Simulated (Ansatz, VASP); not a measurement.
# One calculation of Si2Ni, two programs

File INCAR:

```
PREC = Accurate
ENCUT = 600
EDIFF = 1E-6
ISMEAR = -1
SIGMA = 0.05
LREAL = False
LASPH = True
NELM = 100
ALGO = Normal
ISIF = 3
LWAVE = False
LCHARG = False
GGA = PE
IBRION = 2
NSW = 60
EDIFFG = -0.005
```

Contents of KPOINTS:

```
regular mesh
0
Gamma
  14 14 14
```

Contents of POSCAR:

```
Si2Ni
1.0
   -1.4781007833      1.4781007833      3.6213469191
    1.4781007833     -1.4781007833      3.6213469191
    1.4781007833      1.4781007833     -3.6213469191
Ni Si
1 2
Direct
    0.0000000000      0.0000000000      0.0000000000
    0.3350000000      0.3350000000      0.0000000000
   -0.3350000000     -0.3350000000      0.0000000000
```

Input for Ansatz:

```yaml
crystal:
  lattice:
    - [-1.4781007833, 1.4781007833, 3.6213469191]
    - [1.4781007833, -1.4781007833, 3.6213469191]
    - [1.4781007833, 1.4781007833, -3.6213469191]
  atoms:
    - { symbol: Ni, position: [0.0, 0.0, 0.0] }
    - { symbol: Si, position: [0.335, 0.335, 0.0] }
    - { symbol: Si, position: [-0.335, -0.335, 0.0] }
kpoints:
  mp_grid: { grid: [14, 14, 14] }
scf:
  occupations: { method: fermi_dirac, width: 0.05 }
hamiltonian:
  xc: pbe
  pseudopotentials: { kind: paw }
output:
  forces: true
  stress: true
  write_density: true
  write_potential: true
  elf: true
  volumetric_format: npy
relax:
  f_tol: 0.005
  max_steps: 40
  cell: {}
```

Alike in both runs: task relaxation of cell and atoms; functional PBE; k mesh 14 × 14 × 14; occupations fermi-dirac, width 0.05 eV; no spin polarisation.

```csv
,VASP,Ansatz
version,VASP 6.6.1,Ansatz 0.2.0
potentials or method,"VASP PAW PBE potentials, release 64 (Ni, Si)","PAW with Ansatz's default frozen-core files, scalar-relativistic"
plane-wave cutoff (eV),600,420
valence electrons in the cell,18,26
```

Ansatz gave:

```
relaxed volume (Å³/atom)                                                      : 12.86
relaxed length of the cell vector where the two differ most in proportion (Å) : 4.226
```

Task: What did VASP give for the same quantities?

Result: Relaxed volume (Å³/atom): 12.86; relaxed length of the cell vector where the two differ most in proportion (Å): 4.228.

VASP's potentials hold 18 valence electrons a cell and Ansatz's 26, so a difference there can come from the potentials and not from the codes.

Noted on VASP's run: the volume moved by over 15 % at a fixed basis, so the end points are rough.
